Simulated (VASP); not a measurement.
Input of a VASP 6.6.1 run:

The input INCAR:

```
PREC = Accurate
ENCUT = 520
EDIFF = 1E-7
ISMEAR = -1
SIGMA = 0.02
LREAL = False
LASPH = True
NELM = 100
ALGO = Normal
ISIF = 2
LWAVE = False
LCHARG = True
LDIPOL = True
IDIPOL = 3
DIPOL = 0.5 0.5 0.500
LELF = True
LVHAR = True
LVACPOTAV = True
NBANDS = 21
```

Contents of KPOINTS:

```
regular mesh
0
Gamma
  10 7 1
```

POSCAR

```
C
1.0
    2.4973051747      0.0000000000      0.0000000000
    0.0000000000      3.5317228474      0.0000000000
    0.0000000000      0.0000000000     18.4973000000
C
6
Direct
    0.7500000000      0.0979665966      0.4395637417
    0.2500000000      0.9020334034      0.4395637417
    0.2500000000      0.6098846866      0.5000000011
    0.7500000000      0.3901153134      0.5000000011
    0.7500000000      0.0979665959      0.5604362572
    0.2500000000      0.9020334041      0.5604362572
```

Potentials or basis: VASP PAW LDA potentials, release 64 (C).

The run is started by

```bash
$ cat potpaw_LDA.64/C/POTCAR > POTCAR
$ mpirun -np 1 vasp_std > vasp.out
```

(1) Predict the largest force.

(2) Predict the band gap on the k mesh.

Answers

(1) 0.058 eV/Å.

(2) zero (band 12 reaches -2.18 eV, above the bottom of band 13 at -2.98 eV).
